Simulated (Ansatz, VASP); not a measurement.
One calculation of HfC, two programs

```
CELL_PARAMETERS angstrom
0.00000 2.32500 2.32500
2.32500 0.00000 2.32500
2.32500 2.32500 0.00000
ATOMIC_POSITIONS crystal
Hf 0.50000 0.50000 0.50000
C 0.00000 0.00000 0.00000
```

Alike in both runs: functional B3LYP5; k mesh 6 × 6 × 6; occupations gaussian, width 0.15 eV; no spin polarisation.

|  | VASP | Ansatz |
| --- | --- | --- |
| version | VASP 6.6.1 | Ansatz 0.2.0 |
| potentials or method | VASP PAW PBE potentials, release 64 (Hf_pv, C) | Ansatz PAW |
| plane-wave cutoff (eV) | 520 | 420 |
| valence electrons in the cell | 14 | 30 |
| task | single point | density of states |

Ansatz gave:

```
gap on the k mesh at the Fermi level (eV) : none
pressure (GPa)                            : 4.5
```

Q: Estimate VASP's values.

A: gap on the k mesh at the Fermi level (eV): none; pressure (GPa): 2.7.

VASP's potentials were made for PBE, not for B3LYP5. A gap of «none» marks a metal or a gap that the smearing closes. VASP's potentials hold 14 valence electrons a cell and Ansatz's 30, so a difference there can come from the potentials and not from the codes.

The k mesh is coarse, so the values compare programs but aren't converged. Spin-orbit coupling is off throughout.
